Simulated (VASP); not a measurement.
A run of VASP 6.6.1:

Contents of INCAR:

```
SYSTEM = Al3GaN4
PREC = Accurate ; ENCUT = 520
EDIFF = 1E-7 ; ISMEAR = 0
SIGMA = 0.05 ; LREAL = .False.
LASPH = .True. ; NELM = 100
ALGO = Normal ; ISIF = 2
LWAVE = .False. ; LCHARG = .True.
GGA = PS ; LELF = .True.
LVHAR = .True. ; NBANDS = 31
```

KPOINTS

```
Automatic mesh
0
Gamma
  6 6 6
  0 0 0
```

The input POSCAR:

```
Al3GaN4
1.0
    4.7595544276      0.0000000000      0.0000000000
    0.0000000000      4.7595544276      0.0000000000
    0.0000000000      0.0000000000      4.0544352532
Al Ga N
3 1 4
Direct
    0.5000000000      0.5000000000      0.0000000000
    0.5000000000      0.0000000000      0.5000000000
    0.0000000000      0.5000000000      0.5000000000
    0.0000000000      0.0000000000      0.0000000000
    0.7447077174      0.7447077174      0.2552922826
    0.7447077174      0.2552922826      0.7447077174
    0.2552922826      0.7447077174      0.7447077174
    0.2552922826      0.2552922826      0.2552922826
```

Potentials or basis: VASP PAW PBE potentials, release 64 (Al, Ga_d, N).

Run with:

```console
$ cat potpaw_PBE.64/Al/POTCAR potpaw_PBE.64/Ga_d/POTCAR potpaw_PBE.64/N/POTCAR > POTCAR
$ mpirun -np 1 vasp_std > vasp.out
```

Hardware: 1 thread of AMD EPYC 7R13, with other jobs on the host.

Question: Estimate the wall time of this run.

Answer: Run time: 2.8 min on 1 thread of AMD EPYC 7R13, with other jobs on the host, peak memory 0.22 GiB. Counts: scf iterations 16, k points 40.
